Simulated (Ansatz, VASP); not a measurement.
**MgAu: VASP beside Ansatz**

Contents of INCAR:

```
SYSTEM = MgAu
ALGO = Normal
EDIFF = 1E-8
ENCUT = 520
ISIF = 2
ISMEAR = -1
LASPH = .TRUE.
LCHARG = .FALSE.
LEFG = .TRUE.
LREAL = .FALSE.
LWAVE = .FALSE.
NBANDS = 14
NELM = 80
PREC = Accurate
SIGMA = 0.05
```

Contents of KPOINTS:

```
k-points
0
G
  13 13 13
  0 0 0
```

Contents of POSCAR:

```
MgAu
1.0
    3.3018864970      0.0000000000      0.0000000000
    0.0000000000      3.3018864970      0.0000000000
    0.0000000000      0.0000000000      3.3018864970
Mg Au
1 1
Direct
    0.5000000000      0.5000000000      0.5000000000
    0.0000000000      0.0000000000      0.0000000000
```

Input for Ansatz:

```yaml
crystal:
  lattice:
    - [3.301886497, 0.0, 0.0]
    - [0.0, 3.301886497, 0.0]
    - [0.0, 0.0, 3.301886497]
  atoms:
    - { symbol: Mg, position: [0.5, 0.5, 0.5] }
    - { symbol: Au, position: [0.0, 0.0, 0.0] }
kpoints:
  mp_grid: { grid: [13, 13, 13] }
scf:
  occupations: { method: fermi_dirac, width: 0.05 }
hamiltonian:
  xc: lda
  pseudopotentials: { kind: all_electron, datasets: crystal }
output:
  forces: true
  stress: true
  eigenvalues: true
  efg: { contact_densities: true }
```

Change from the starting cell: volume scaled by 1.04, crystal datasets.

Alike in both runs: task electric field gradients; functional LDA; k mesh 13 × 13 × 13; occupations fermi-dirac, width 0.05 eV; no spin polarisation.

|  | VASP | Ansatz |
| --- | --- | --- |
| version | VASP 6.6.1 | Ansatz 0.2.0 |
| potentials or method | VASP PAW LDA potentials, release 64 (Mg, Au), cutoff 520 eV | all-electron PAW with datasets made for the crystal, scalar-relativistic |

Ansatz gave:

```
pressure (GPa) : -6.5
```

Task: Estimate VASP's values.

Result: Pressure (GPa): -6.9.

LDA's correlation is that of Perdew and Zunger in VASP and of Perdew and Wang (1992) in Ansatz. Ansatz ran all-electron here, and VASP with PAW potentials.

Neither program's run includes spin-orbit coupling.
